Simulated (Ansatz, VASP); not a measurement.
Si2W: VASP beside Ansatz

The input INCAR:

```
PREC = Accurate ; ENCUT = 600
EDIFF = 1E-6 ; ISMEAR = -1
SIGMA = 0.05 ; LREAL = F
LASPH = T ; NELM = 60
ALGO = Normal ; ISIF = 3
LWAVE = F ; LCHARG = F
GGA = PE ; IBRION = 2
NSW = 60 ; EDIFFG = -0.005
```

Contents of KPOINTS:

```
Automatic mesh
0
Gamma
  15 15 15
```

The input POSCAR:

```
Si2W
1.0
   -1.5592157582      1.5592157582      3.8200786076
    1.5592157582     -1.5592157582      3.8200786076
    1.5592157582      1.5592157582     -3.8200786076
W Si
1 2
Direct
    0.0000000000      0.0000000000      0.0000000000
    0.3350000000      0.3350000000      0.0000000000
   -0.3350000000     -0.3350000000      0.0000000000
```

Input for Ansatz:

```yaml
crystal:
  lattice:
    - [-1.5592157582, 1.5592157582, 3.8200786076]
    - [1.5592157582, -1.5592157582, 3.8200786076]
    - [1.5592157582, 1.5592157582, -3.8200786076]
  atoms:
    - { symbol: W, position: [0.0, 0.0, 0.0] }
    - { symbol: Si, position: [0.335, 0.335, 0.0] }
    - { symbol: Si, position: [-0.335, -0.335, 0.0] }
kpoints:
  mp_grid: { grid: [15, 15, 15] }
scf:
  occupations: { method: fermi_dirac, width: 0.05 }
hamiltonian:
  xc: pbe
  pseudopotentials: { kind: paw }
output:
  forces: true
  stress: true
relax:
  f_tol: 0.005
  max_steps: 40
  cell: {}
```

Alike in both runs: task relaxation of cell and atoms; functional PBE; k mesh 15 × 15 × 15; occupations fermi-dirac, width 0.05 eV; no spin polarisation.

|  | VASP | Ansatz |
| --- | --- | --- |
| version | VASP 6.6.1 | Ansatz 0.2.0 |
| potentials or method | VASP PAW PBE potentials, release 64 (W_sv, Si) | PAW with Ansatz's default frozen-core files, scalar-relativistic |
| plane-wave cutoff (eV) | 600 | 420 |
| valence electrons in the cell | 22 | 22 |

```csv
,VASP,Ansatz,Ansatz less VASP
relaxed volume (Å³/atom),13.68,13.67,-0.008
relaxed cell length with the largest relative difference (Å),4.549,4.548,-0.0004
```

Spin-orbit coupling is off throughout.
